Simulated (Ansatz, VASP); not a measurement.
Cs in VASP and in Ansatz

```xyz
3
Lattice="8.1130 0.0000 0.0000 -4.0565 7.0261 0.0000 0.0000 0.0000 4.8547" Properties=species:S:1:pos:R:3 pbc="T T T"
Cs   -4.0565    7.0261    0.0000
Cs    0.0000    4.6841    2.4273
Cs    4.0565    2.3420    2.4273
```

Alike in both runs: task single point; functional LDA; k mesh 5 × 5 × 7; occupations fermi-dirac, width 0.1 eV; no spin polarisation.

|  | VASP | Ansatz |
| --- | --- | --- |
| version | VASP 6.6.1 | Ansatz 0.2.0 |
| potentials or method | VASP PAW LDA potentials, release 64 (Cs_sv), cutoff 520 eV | plane waves (420 eV) with PAW, scalar-relativistic |
| valence electrons in the cell | 27 | 27 |

|  | VASP | Ansatz | Ansatz less VASP |
| --- | --- | --- | --- |
| pressure (GPa) | 0.1 | 0.1 | +0.01 |

Ansatz warns that its potentials were made for another functional, while VASP's fit it. LDA's correlation is that of Perdew and Zunger in VASP and of Perdew and Wang (1992) in Ansatz.

Neither program's run includes spin-orbit coupling.
